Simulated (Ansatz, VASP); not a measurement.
**TaN: VASP beside Ansatz**

File INCAR:

```
ALGO     = Normal         # electronic algorithm
EDIFF    = 1E-6           # SCF threshold, eV
ENCUT    = 520            # plane-wave cutoff, eV
GGA      = PS             # functional
ISIF     = 2              # what is computed and relaxed
ISMEAR   = -1             # smearing method
LASPH    = T              # aspherical terms in the spheres
LCHARG   = F              # write CHGCAR
LREAL    = F              # projectors in reciprocal space
LWAVE    = F              # write WAVECAR
NBANDS   = 24             # bands
NELM     = 100            # most SCF steps
PREC     = Accurate       # precision mode
SIGMA    = 0.01           # smearing width, eV
```

File KPOINTS:

```
k-points
0
Gamma
  9 9 5
```

The input POSCAR:

```
TaN
1.0
    3.0398003418      0.0000000000      0.0000000000
   -1.5199001709      2.6325443184      0.0000000000
    0.0000000000      0.0000000000      4.9234781375
Ta N
2 2
Direct
    0.3333333333      0.6666666667      0.0000000000
    0.6666666667      0.3333333333      0.5000000000
    0.3333333333      0.6666666667      0.3850000000
    0.6666666667      0.3333333333      0.8850000000
```

Input for Ansatz:

```yaml
crystal:
  lattice:
    - [3.0398003418, 0.0, 0.0]
    - [-1.5199001709, 2.6325443184, 0.0]
    - [0.0, 0.0, 4.9234781375]
  atoms:
    - { symbol: Ta, position: [0.3333333333, 0.6666666667, 0.0] }
    - { symbol: Ta, position: [0.6666666667, 0.3333333333, 0.5] }
    - { symbol: "N", position: [0.3333333333, 0.6666666667, 0.385] }
    - { symbol: "N", position: [0.6666666667, 0.3333333333, 0.885] }
kpoints:
  mp_grid: { grid: [9, 9, 5] }
  band_path:
    path:
      - [0.0, 0.0, 0.0]
      - [0.5, 0.0, 0.0]
      - [0.3333333333, 0.3333333333, 0.0]
      - [0.0, 0.0, 0.0]
      - [0.0, 0.0, 0.5]
      - [0.5, 0.0, 0.5]
      - [0.3333333333, 0.3333333333, 0.5]
      - [0.0, 0.0, 0.5]
      - [0.5, 0.0, 0.5]
    npoints: 5
scf:
  occupations: { method: fermi_dirac, width: 0.01 }
hamiltonian:
  xc: pbesol
  pseudopotentials: { kind: all_electron, lapw: { basis_error: 0.001 } }
output:
  forces: true
  stress: true
  eigenvalues: true
```

Change from the starting cell: volume scaled by 0.99.

Alike in both runs: task single point; functional PBEsol; k mesh 9 × 9 × 5; occupations fermi-dirac, width 0.01 eV; no spin polarisation.

|  | VASP | Ansatz |
| --- | --- | --- |
| version | VASP 6.6.1 | Ansatz 0.2.0 |
| potentials or method | VASP PAW PBE potentials, release 64 (Ta_pv, N), cutoff 520 eV | all-electron LAPW, scalar-relativistic |

|  | VASP | Ansatz | Ansatz less VASP |
| --- | --- | --- | --- |
| pressure (GPa) | 136.9 | 130.8 | -6.09 |
| traceless stress, the component that is largest in VASP (GPa) | -17.51 | -16.80 | +0.711 |
| rms of the force components (eV/Å) | 1.352 | 1.321 | -0.0312 |

VASP's potentials were made for PBE, not for PBEsol. Atom by atom the forces differ by 0.031 eV/Å (rms over components). Both programs put the cell under a high pressure, so it lies far from rest at this level. Ansatz ran all-electron here, and VASP with PAW potentials.

Neither program's run includes spin-orbit coupling. Noted on VASP's run: the cell as given lies far from equilibrium.
